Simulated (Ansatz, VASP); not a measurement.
# AlH4 in VASP and in Ansatz

File INCAR:

```
SYSTEM = AlH4
  PREC = Accurate
  ENCUT = 600
  EDIFF = 1E-6
  ISMEAR = 0
  SIGMA = 0.1
  LREAL = .FALSE.
  LASPH = .TRUE.
  NELM = 80
  ALGO = Normal
  ISIF = 3
  LWAVE = .FALSE.
  LCHARG = .FALSE.
  GGA = PE
  IBRION = 2
  NSW = 100
  EDIFFG = -0.01
```

The input KPOINTS:

```
regular mesh
0
G
  10 10 16
  0 0 0
```

The input POSCAR:

```
AlH4
1.0
    3.9593299083      0.0000000000      0.0000000000
    0.0000000000      3.9593299083      0.0000000000
    0.0000000000      0.0000000000      2.4196065523
Al H
1 4
Direct
    0.5000000000      0.5000000000      0.0000000000
    0.7474391878      0.7474391878      0.5000000000
    0.2525608122      0.2525608122      0.5000000000
    0.2525608122      0.7474391878      0.5000000000
    0.7474391878      0.2525608122      0.5000000000
```

Input for Ansatz:

```yaml
crystal:
  lattice:
    - [3.9593299083, 0.0, 0.0]
    - [0.0, 3.9593299083, 0.0]
    - [0.0, 0.0, 2.4196065523]
  atoms:
    - { symbol: Al, position: [0.5, 0.5, 0.0] }
    - { symbol: H, position: [0.7474391878, 0.7474391878, 0.5] }
    - { symbol: H, position: [0.2525608122, 0.2525608122, 0.5] }
    - { symbol: H, position: [0.2525608122, 0.7474391878, 0.5] }
    - { symbol: H, position: [0.7474391878, 0.2525608122, 0.5] }
basis:
  ecutwfc: 420
kpoints:
  mp_grid: { grid: [10, 10, 16] }
hamiltonian:
  xc: pbe
scf:
  occupations: { method: gaussian, width: 0.1 }
output:
  forces: true
  stress: true
  eigenvalues: true
  write_density: true
  write_potential: true
  elf: true
  volumetric_format: npy
relax:
  adjacent_minimum: "off"
  f_tol: 0.01
  max_steps: 80
  cell: { stress_tol: 0.05 }
```

Alike in both runs: task relaxation of cell and atoms; functional PBE; k mesh 10 × 10 × 16; occupations gaussian, width 0.1 eV; no spin polarisation.

|  | VASP | Ansatz |
| --- | --- | --- |
| version | VASP 6.6.1 | Ansatz 0.2.0 |
| potentials or method | VASP PAW PBE potentials, release 64 (Al, H), cutoff 600 eV | scalar-relativistic, plane waves, PAW |
| valence electrons in the cell | 7 | 7 |

VASP gave:

```
gap on the k mesh at the Fermi level, each at its own relaxed structure (eV)  : none
relaxed volume (Å³/atom)                                                      : 7.56
relaxed length of the cell vector where the two differ most in proportion (Å) : 3.975
```

Question: Which values does Ansatz return?

Answer: gap on the k mesh at the Fermi level, each at its own relaxed structure (eV): none; relaxed volume (Å³/atom): 7.76; relaxed length of the cell vector where the two differ most in proportion (Å): 4.032.

A gap of «none» marks a metal or a gap that the smearing closes.
